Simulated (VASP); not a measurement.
Crystal: BN.

```
B N
1.0
     0.00000    1.87900    1.87900
     1.87900    0.00000    1.87900
     1.87900    1.87900    0.00000
B N
1 1
Direct
  0.00000 0.00000 0.00000
  0.25000 0.25000 0.25000
```

This cell differs from its parent crystal: strain +4.1%.

Program: VASP 6.6.1. Alike in all runs: task single point; potentials or basis VASP PAW PBE potentials, release 64 (B, N); no spin polarisation; cell as given; cutoff (eV) 520.

Problem. Order these runs on this cell by their pressure, lowest first.
A. level r2SCAN; k mesh 12 × 12 × 12; smearing gaussian 0.01 eV
B. level HSE06; k mesh 8 × 8 × 8; smearing gaussian 0.01 eV; grid for exact exchange (PRECFOCK) Normal; share of exact exchange 0.25; screening parameter 0.2079 1/Å
C. level PBE; k mesh 12 × 12 × 12; smearing fermi-dirac 0.02 eV

Solution. B (-41.8 GPa), A (-37.2 GPa), C (-33.0 GPa).

Caveats: the cell stands under tension; the PAW data sets were made with another functional, which shifts forces and pressure a little (at least some runs).
